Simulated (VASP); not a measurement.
# Cd3HgS4 (I-42m) in VASP: further runs

Runs on Cd3HgS4. Level: PBE. Tasks: single point, relaxation of cell and atoms.

All numbers are computed with VASP 6.6.1; they aren't measurements. Logs are shortened: lines on timing, memory, paths and dates and some standing lists are left out, and cuts for length are marked.

## 1. The cell of the first run

It takes space group I-42m (No. 121, tetragonal). The conventional cell has a = 5.784 Å, b = 5.784 Å, c = 11.567 Å, α = 90.00°, β = 90.00°, γ = 90.00°. Cd (site symmetry -42m) has 4 S at 2.50 Å within 3.3 Å. Cd (site symmetry -4) has 4 S at 2.50 Å within 3.3 Å. Hg (site symmetry -42m) has 4 S at 2.50 Å within 3.3 Å. S (site symmetry m) has 3 Cd at 2.50 Å and 1 Hg at 2.50 Å within 3.3 Å.

## 2. Single point, PBE

The input, INCAR:

```
SYSTEM = Cd3HgS4
PREC = Accurate
ENCUT = 520
EDIFF = 1E-6
ISMEAR = 0
SIGMA = 0.1
LREAL = .False.
LASPH = .True.
NELM = 100
ALGO = Normal
ISIF = 2
LWAVE = .False.
LCHARG = .True.
GGA = PE
LELF = .True.
LVHAR = .True.
NBANDS = 46
```

The input, KPOINTS:

```
regular mesh
0
Gamma
  4 4 4
  0 0 0
```

The input, POSCAR:

```
Cd3HgS4
1.0
   -2.8918208000      2.8918208000      5.7836415900
    2.8918208000     -2.8918208000      5.7836415900
    2.8918208000      2.8918208000     -5.7836415900
Cd Hg S
3 1 4
Direct
    0.0000000000      0.0000000000      0.0000000000
    0.2500000000      0.7500000000      0.5000000000
    0.7500000000      0.2500000000      0.5000000000
    0.5000000000      0.5000000000      0.0000000000
    0.8750000000      0.8750000000      0.5000000000
    0.3750000000      0.3750000000      0.5000000000
    0.1250000000      0.6250000000      0.0000000000
    0.6250000000      0.1250000000      0.0000000000
```

Potentials or basis: VASP PAW PBE potentials, release 64 (Cd, Hg, S).

The run is started by

```sh
cat potpaw_PBE.64/Cd/POTCAR potpaw_PBE.64/Hg/POTCAR potpaw_PBE.64/S/POTCAR > POTCAR
mpirun -np 1 vasp_std > vasp.out
```

OUTCAR:

```text
SYSTEM = Cd3HgS4
   PREC = Accurate
   ENCUT = 520
   EDIFF = 1E-6
   ISMEAR = 0
   LREAL = .False.
   LASPH = .True.
   NELM = 100
   ISIF = 2
   GGA = PE

 ion  position               nearest neighbor table
   1  0.000  0.000  0.000-   6 2.50   7 2.50   8 2.50   5 2.50
   2  0.250  0.750  0.500-   5 2.50   6 2.50   8 2.50   7 2.50
   3  0.750  0.250  0.500-   5 2.50   6 2.50   7 2.50   8 2.50
   4  0.500  0.500  0.000-   5 2.50   7 2.50   8 2.50   6 2.50
   5  0.875  0.875  0.500-   1 2.50   2 2.50   3 2.50   4 2.50
   6  0.375  0.375  0.500-   2 2.50   3 2.50   4 2.50   1 2.50
   7  0.125  0.625  0.000-   1 2.50   2 2.50   4 2.50   3 2.50
   8  0.625  0.125  0.000-   1 2.50   3 2.50   4 2.50   2 2.50

  LATTYP: Found a body centered tetragonal cell.
 ALAT       =     5.7836416000
 C/A-ratio  =     1.9999999965

  Lattice vectors:

 A1 = (  -2.8918208000,   2.8918208000,   5.7836415900)
 A2 = (   2.8918208000,  -2.8918208000,   5.7836415900)
 A3 = (   2.8918208000,   2.8918208000,  -5.7836415900)

Analysis of symmetry for initial positions (statically):
=====================================================================
 Subroutine PRICEL returns:
 Original cell was already a primitive cell.

 Routine SETGRP: Setting up the symmetry group for a
 body centered tetragonal supercell.

 Subroutine GETGRP returns: Found  8 space group operations
 (whereof  8 operations were pure point group operations)
 out of a pool of 16 trial point group operations.

The static configuration has the point symmetry D_2d.

Analysis of symmetry for dynamics (positions and initial velocities):
=====================================================================
 Subroutine PRICEL returns:
 Original cell was already a primitive cell.

 Routine SETGRP: Setting up the symmetry group for a
 body centered tetragonal supercell.

 Subroutine GETGRP returns: Found  8 space group operations
 (whereof  8 operations were pure point group operations)
 out of a pool of 16 trial point group operations.

The dynamic configuration has the point symmetry D_2d.

 Subroutine INISYM returns: Found  8 space group operations
 (whereof  8 operations are pure point group operations),
 and found     1 'primitive' translations

----------------------------------------------------------------------------------------

                                     Primitive cell

  volume of cell :     193.4658

  direct lattice vectors                    reciprocal lattice vectors
    -2.891820800  2.891820800  5.783641590     0.000000000  0.172901447  0.086450724
     2.891820800 -2.891820800  5.783641590     0.172901447  0.000000000  0.086450724
     2.891820800  2.891820800 -5.783641590     0.172901447  0.172901447  0.000000000

  length of vectors
     7.083485379  7.083485379  7.083485379     0.193309694  0.193309694  0.244519571

  position of ions in fractional coordinates (direct lattice)
     0.000000000  0.000000000  0.000000000
     0.250000000  0.750000000  0.500000000
     0.750000000  0.250000000  0.500000000
     0.500000000  0.500000000  0.000000000
     0.875000000  0.875000000  0.500000000
     0.375000000  0.375000000  0.500000000
     0.125000000  0.625000000  0.000000000
     0.625000000  0.125000000  0.000000000

  ion indices of the primitive-cell ions
   primitive index   ion index
                 1           1
                 2           2
                 3           3
                 4           4
                 5           5
                 6           6
                 7           7
                 8           8

----------------------------------------------------------------------------------------

 KPOINTS: regular mesh

Automatic generation of k-mesh.
 Grid dimensions read from file:
 generate k-points for:    4    4    4

 Generating k-lattice:

  Cartesian coordinates                     Fractional coordinates (reciprocal lattice)
     0.000000000  0.043225362  0.021612681     0.250000000  0.000000000  0.000000000
[... 53 lines left out ...]
 cond. band min:       2.5698956770   @ k =   0.0000   0.0000   0.0000
 fundamental gap:      0.7771673866
 Fermi energy:         2.1874813197

 k-point     1 :       0.0000    0.0000    0.0000
  band No.  band energies     occupation
      1     -11.0107      2.00000
      2     -10.3705      2.00000
      3     -10.3705      2.00000
      4     -10.3685      2.00000
      5      -6.1362      2.00000
      6      -6.1362      2.00000
[... 38 lines left out ...]
     45       8.1743      0.00000
     46       8.1743      0.00000

 k-point     2 :       0.2500    0.0000    0.0000
  band No.  band energies     occupation
      1     -10.8972      2.00000
      2     -10.4330      2.00000
      3     -10.3977      2.00000
      4     -10.3888      2.00000
      5      -6.1151      2.00000
      6      -6.0962      2.00000
[... 38 lines left out ...]
     45       8.5038      0.00000
     46       8.5810      0.00000

 k-point     3 :       0.5000    0.0000    0.0000
  band No.  band energies     occupation
      1     -10.6702      2.00000
      2     -10.6133      2.00000
      3     -10.4183      2.00000
      4     -10.4106      2.00000
      5      -6.0666      2.00000
      6      -6.0405      2.00000
[... 38 lines left out ...]
     45       8.5677      0.00000
     46       8.5989      0.00000

 k-point     4 :       0.2500    0.2500    0.0000
  band No.  band energies     occupation
      1     -10.7713      2.00000
      2     -10.4605      2.00000
      3     -10.4391      2.00000
      4     -10.4390      2.00000
      5      -6.0881      2.00000
      6      -6.0776      2.00000
[... 381 lines left out ...]
     45       8.6912      0.00000
     46       8.8094      0.00000

 k-point    12 :      -0.2500   -0.2500    0.2500
  band No.  band energies     occupation
      1     -10.9181      2.00000
      2     -10.4602      2.00000
      3     -10.3695      2.00000
      4     -10.3695      2.00000
      5      -6.1043      2.00000
      6      -6.0956      2.00000
[... 38 lines left out ...]
     45       8.6499      0.00000
     46       8.6499      0.00000

 k-point    13 :       0.5000    0.5000    0.5000
  band No.  band energies     occupation
      1     -10.7205      2.00000
      2     -10.6571      2.00000
      3     -10.3686      2.00000
      4     -10.3686      2.00000
      5      -6.0642      2.00000
      6      -6.0335      2.00000
[... 38 lines left out ...]
     45       9.8373      0.00000
     46       9.8483      0.00000

------------------------ aborting loop because EDIFF is reached ----------------------------------------

  FORCE on cell =-STRESS in cart. coord.  units (eV):
  Direction    XX          YY          ZZ          XY          YZ          ZX
  --------------------------------------------------------------------------------------
  -------------------------------------------------------------------------------------
  Total        7.1664870      7.1664870      7.1696153      0.0000000      0.0000000      0.0000000
  in kB       59.3489144     59.3489144     59.3748219      0.0000000      0.0000000      0.0000000
  external PRESSURE =      59.3575503 kB  Pullay stress =       0.0000000 kB

 VOLUME and BASIS-vectors are now :
 -----------------------------------------------------------------------------
  energy-cutoff  :      520.00
  volume of cell :      193.47
      direct lattice vectors                 reciprocal lattice vectors
    -2.891820800  2.891820800  5.783641590     0.000000000  0.172901447  0.086450724
     2.891820800 -2.891820800  5.783641590     0.172901447  0.000000000  0.086450724
     2.891820800  2.891820800 -5.783641590     0.172901447  0.172901447  0.000000000

 POSITION                                       TOTAL-FORCE (eV/Angst)
 -----------------------------------------------------------------------------------
      0.00000      0.00000      0.00000        -0.000000      0.000000      0.000000
      2.89182     -0.00000      2.89182        -0.000000      0.000000      0.000000
     -0.00000      2.89182      2.89182        -0.000000      0.000000      0.000000
      0.00000      0.00000      5.78364        -0.000000      0.000000      0.000000
      1.44591      1.44591      7.22955         0.116978      0.116978      0.119893
      1.44591      1.44591      1.44591        -0.116978     -0.116978      0.119893
      1.44591     -1.44591      4.33773         0.116978     -0.116978     -0.119893
     -1.44591      1.44591      4.33773        -0.116978      0.116978     -0.119893
 -----------------------------------------------------------------------------------
    total drift:                               -0.000006     -0.000006     -0.000006

  FREE ENERGIE OF THE ION-ELECTRON SYSTEM (eV)
  ---------------------------------------------------
  free  energy   TOTEN  =       -22.6861446906 eV

  energy  without entropy=      -22.6861446898  energy(sigma->0) =      -22.68614469
```

Run time: 73 s. Hardware: 1 thread of AMD EPYC 9R45 (Zen 5), shared host; peak memory 0.41 GiB.

What came out:

```yaml
Free_energy: -22.6861 eV
Pressure: 5.9 GPa
Largest_force: 0.204 eV/Å
Band_gap_on_the_k_mesh: 0.78 eV
```

Forces in eV/Å, atoms in the order of the input:
```
Cd   0.000  0.000  0.000
Cd   0.000  0.000  0.000
Cd   0.000  0.000  0.000
Hg   0.000  0.000  0.000
S    0.117  0.117  0.120
S   -0.117 -0.117  0.120
S    0.117 -0.117 -0.120
S   -0.117  0.117 -0.120
```

Caveat: the cell stands under pressure; spin-orbit coupling is left out, which moves the levels of the heavy elements.

## 3. Single point, PBE

This run uses another cell than the first one, of 26.24 Å³/atom.

The input, INCAR:

```
ALGO     = Normal         # electronic algorithm
EDIFF    = 1E-6           # SCF threshold, eV
ENCUT    = 520            # plane-wave cutoff, eV
GGA      = PE             # functional
ISIF     = 2              # what is computed and relaxed
ISMEAR   = 0              # smearing method
LASPH    = T              # aspherical terms in the spheres
LCHARG   = F              # write CHGCAR
LREAL    = F              # projectors in reciprocal space
LWAVE    = F              # write WAVECAR
NBANDS   = 46             # bands
NELM     = 100            # most SCF steps
PREC     = Accurate       # precision mode
SIGMA    = 0.1            # smearing width, eV
```

The input, KPOINTS:

```
k-points
0
Gamma
  4 4 4
```

The input, POSCAR:

```
Cd3HgS4
1.0
   -2.9715129366      2.9715129366      5.9434907095
    2.9715129366     -2.9715129366      5.9434907095
    2.9715129366      2.9715129366     -5.9434907095
Cd Hg S
3 1 4
Direct
    0.0000000000      0.0000000000      0.0000000000
    0.2500000000      0.7500000000      0.5000000000
    0.7500000000      0.2500000000      0.5000000000
    0.5000000000      0.5000000000      0.0000000000
    0.8782691426      0.8782691426      0.5043250808
    0.3739440619      0.3739440619      0.4956749192
    0.1217308574      0.6260559381      0.0000000000
    0.6260559381      0.1217308574      0.0000000000
```

Potentials or basis: VASP PAW PBE potentials, release 64 (Cd, Hg, S).

The run is started by

```sh
cat potpaw_PBE.64/Cd/POTCAR potpaw_PBE.64/Hg/POTCAR potpaw_PBE.64/S/POTCAR > POTCAR
mpirun -np 1 vasp_std > vasp.out
```

It took 1.8 min on 1 thread of AMD EPYC 9R45 (Zen 5), shared host; peak memory 0.42 GiB.

It converged, with:

```
Free energy            : -22.9760 eV
Pressure               : 0.3 GPa
Largest force          : 0.015 eV/Å
Band gap on the k mesh : 0.63 eV
```

Forces in eV/Å, atoms in the order of the input:
```
Cd   0.000  0.000  0.000
Cd   0.000  0.000  0.000
Cd   0.000  0.000  0.000
Hg   0.000  0.000  0.000
S   -0.005 -0.005 -0.014
S    0.005  0.005 -0.014
S   -0.005  0.005  0.014
S    0.005 -0.005  0.014
```

Levels at points of the mesh, in eV from the valence-band top:
```
           k point  band 33  band 34  band 35  band 36  band 37  band 38  band 39  band 40
(0.00, 0.00, 0.00)    -1.80     0.00     0.00     0.00     0.63     3.62     3.77     4.79
(0.50, 0.00, 0.00)    -1.30    -1.25    -0.80    -0.65     2.96     3.55     4.33     4.62
(0.50, 0.50, 0.00)    -0.76    -0.69    -0.65    -0.62     2.17     2.84     3.71     3.99
(0.50, 0.50, 0.50)    -1.07    -1.07    -0.88    -0.88     2.78     3.33     3.62     3.62
```

Caveat: spin-orbit coupling is left out, which moves the levels of the heavy elements.

## 4. Single point, PBE

This run uses another cell than the first one, of 26.23 Å³/atom.

The input, INCAR:

```
ALGO = Normal
EDIFF = 1E-6
ENCUT = 520
GGA = PE
ISIF = 2
ISMEAR = 0
LASPH = T
LCHARG = T
LELF = T
LREAL = F
LVHAR = T
LWAVE = F
NBANDS = 46
NELM = 60
PREC = Accurate
SIGMA = 0.02
```

The input, KPOINTS:

```
k-points
0
Gamma
  6 6 6
```

The input, POSCAR:

```
Cd3HgS4
1.0
   -2.9709956920      2.9709956920      5.9426513499
    2.9709956920     -2.9709956920      5.9426513499
    2.9709956920      2.9709956920     -5.9426513499
Cd Hg S
3 1 4
Direct
    0.0000000000      0.0000000000      0.0000000000
    0.2500000000      0.7500000000      0.5000000000
    0.7500000000      0.2500000000      0.5000000000
    0.5000000000      0.5000000000      0.0000000000
    0.8779973538      0.8779973538      0.5041056610
    0.3738916928      0.3738916928      0.4958943390
    0.1220026462      0.6261083072      0.0000000000
    0.6261083072      0.1220026462      0.0000000000
```

The run is started by

```sh
cat potpaw_PBE.64/Cd/POTCAR potpaw_PBE.64/Hg/POTCAR potpaw_PBE.64/S/POTCAR > POTCAR
mpirun -np 1 vasp_std > vasp.out
```

Wall time 5.5 min (1 thread of AMD EPYC 9R45 (Zen 5), shared host); peak memory 0.52 GiB.

It converged, with:

```
Free energy            : -22.9799 eV
Pressure               : 0.3 GPa
Band gap on the k mesh : 0.63 eV
```

Forces in eV/Å, atoms in the order of the input:
```
Cd   0.000  0.000  0.000
Cd   0.000  0.000  0.000
Cd   0.000  0.000  0.000
Hg   0.000  0.000  0.000
S    0.000  0.000  0.002
S    0.000  0.000  0.002
S    0.000  0.000 -0.002
S    0.000  0.000 -0.002
```

Levels at points of the mesh, in eV from the valence-band top:
| k point | band 32 | band 33 | band 34 | band 35 | band 36 | band 37 | band 38 | band 39 | band 40 | band 41 |
| --- | --- | --- | --- | --- | --- | --- | --- | --- | --- | --- |
| (0.00, 0.00, 0.00) | -1.81 | -1.81 | 0.00 | 0.00 | 0.00 | 0.63 | 3.62 | 3.78 | 4.79 | 5.09 |
| (0.50, 0.00, 0.00) | -1.40 | -1.31 | -1.25 | -0.80 | -0.65 | 2.97 | 3.55 | 4.33 | 4.62 | 5.26 |
| (0.50, 0.50, 0.00) | -0.83 | -0.76 | -0.69 | -0.65 | -0.62 | 2.17 | 2.83 | 3.71 | 3.98 | 6.05 |
| (0.50, 0.50, 0.50) | -1.71 | -1.07 | -1.07 | -0.87 | -0.87 | 2.79 | 3.33 | 3.62 | 3.62 | 3.87 |

Caveat: spin-orbit coupling is left out, which moves the levels of the heavy elements.

## 5. Relaxation of cell and atoms, PBE

The input, INCAR:

```
SYSTEM = Cd3HgS4
  ALGO = Normal
  EDIFF = 1E-7
  EDIFFG = -0.04
  ENCUT = 600
  GGA = PE
  IBRION = 2
  ISIF = 3
  ISMEAR = 0
  LASPH = .TRUE.
  LCHARG = .FALSE.
  LREAL = .FALSE.
  LWAVE = .FALSE.
  NELM = 60
  NSW = 90
  PREC = Accurate
  SIGMA = 0.1
```

The input, KPOINTS:

```
k-points
0
G
  4 4 4
  0 0 0
```

The input, POSCAR:

```
Cd3HgS4
1.0
   -2.8918208000      2.8918208000      5.7836415900
    2.8918208000     -2.8918208000      5.7836415900
    2.8918208000      2.8918208000     -5.7836415900
Cd Hg S
3 1 4
Direct
    0.0000000000      0.0000000000      0.0000000000
    0.2500000000      0.7500000000      0.5000000000
    0.7500000000      0.2500000000      0.5000000000
    0.5000000000      0.5000000000      0.0000000000
    0.8750000000      0.8750000000      0.5000000000
    0.3750000000      0.3750000000      0.5000000000
    0.1250000000      0.6250000000      0.0000000000
    0.6250000000      0.1250000000      0.0000000000
```

The run is started by

```sh
cat potpaw_PBE.64/Cd/POTCAR potpaw_PBE.64/Hg/POTCAR potpaw_PBE.64/S/POTCAR > POTCAR
mpirun -np 1 vasp_std > vasp.out
```

It took 9.1 min on 1 thread of AMD EPYC 9R45 (Zen 5), shared host; peak memory 0.58 GiB.

It converged, with:

| Quantity | Value |
| --- | --- |
| Free energy | -22.9719 eV |
| Relaxed volume | 26.39 Å³/atom |
| Relaxed cell | a = 7.292 Å, b = 7.292 Å, c = 7.292 Å, α = 131.81°, β = 131.81°, γ = 70.52° |
| Space group after relaxing (to 0.1 Å) | I-42m (No. 121) |
| Energy gained by relaxing | 35.7 meV/atom |
| Ionic steps | 6 |
| Pressure after relaxing | -0.1 GPa |
| Largest force after relaxing | 0.005 eV/Å |
| Band gap on the k mesh | 0.61 eV |

Forces on the atoms (eV/Å):
```
Cd   0.000  0.000  0.000
Cd   0.000  0.000  0.000
Cd   0.000  0.000  0.000
Hg   0.000  0.000  0.000
S    0.002  0.002 -0.004
S   -0.002 -0.002 -0.004
S    0.002 -0.002  0.004
S   -0.002  0.002  0.004
```

Step by step:
| step | energy change (eV) | largest force (eV/Å) | pressure (GPa) | volume (Å³) |
| --- | --- | --- | --- | --- |
| 1 | 0.0000 | 0.2044 | 5.60 | 193.47 |
| 2 | -0.2456 | 0.0775 | -1.64 | 218.11 |
| 3 | -0.2828 | 0.1037 | 0.00 | 210.88 |
| 4 | -0.2828 | 0.1022 | -0.09 | 211.24 |
| 5 | -0.2844 | 0.0646 | -0.08 | 211.18 |
| 6 | -0.2855 | 0.0050 | -0.05 | 211.08 |

Final structure:
```
Cd Hg S
1.0
    -2.97698    2.97698    5.95442
     2.97698   -2.97698    5.95442
     2.97698    2.97698   -5.95442
Cd Hg S
3 1 4
Cartesian
  5.9540 0.0000 0.0000
  2.9770 0.0000 2.9772
  0.0000 2.9770 2.9772
  2.9770 2.9770 0.0000
  1.5004 1.5004 7.4550
  1.4766 1.4766 1.5006
  1.5004 -1.5004 4.4538
  1.4766 4.4774 -1.5006
```

Levels at points of the mesh, in eV from the valence-band top:
```
           k point  band 32  band 33  band 34  band 35  band 36  band 37  band 38  band 39  band 40  band 41
(0.00, 0.00, 0.00)    -1.79    -1.79     0.00     0.00     0.00     0.61     3.63     3.77     4.76     5.07
(0.50, 0.00, 0.00)    -1.38    -1.29    -1.24    -0.79    -0.64     2.95     3.53     4.31     4.60     5.26
(0.50, 0.50, 0.00)    -0.82    -0.76    -0.68    -0.64    -0.61     2.16     2.83     3.69     3.97     6.05
(0.50, 0.50, 0.50)    -1.69    -1.06    -1.06    -0.87    -0.87     2.78     3.32     3.63     3.63     3.86
```

Caveat: spin-orbit coupling is left out, which moves the levels of the heavy elements.

## 6. Summary

| task | cell | k mesh | cutoff (eV) | smearing | gap on the mesh (eV) | pressure (GPa) | largest force (eV/Å) |
| --- | --- | --- | --- | --- | --- | --- | --- |
| single point | a = 7.083 Å, angles 131.8, 131.8, 70.5°, 8 atoms, atomic positions A | 4 × 4 × 4 | 520 | gaussian 0.1 eV | 0.78 | 5.9 | 0.20 |
| single point | a = 7.279 Å, angles 131.8, 131.8, 70.5°, 8 atoms, atomic positions B | 4 × 4 × 4 | 520 | gaussian 0.1 eV | 0.63 | 0.3 | 0.02 |
| single point | a = 7.278 Å, angles 131.8, 131.8, 70.5°, 8 atoms, atomic positions C | 6 × 6 × 6 | 520 | gaussian 0.02 eV | 0.63 | 0.3 | - |
| relaxation of cell and atoms | relaxed from a = 7.083 Å, angles 131.8, 131.8, 70.5°, 8 atoms, atomic positions A | 4 × 4 × 4 | 600 | gaussian 0.1 eV | 0.61 | -0.1 | 0.01 |

Alike in all rows: level PBE; potentials or basis VASP PAW PBE potentials, release 64 (Cd, Hg, S); no spin polarisation.

Caveats: spin-orbit coupling is left out, which moves the levels of the heavy elements; the cell stands under pressure (at least some runs).

Absolute energies hang on the potentials; compare differences alone.
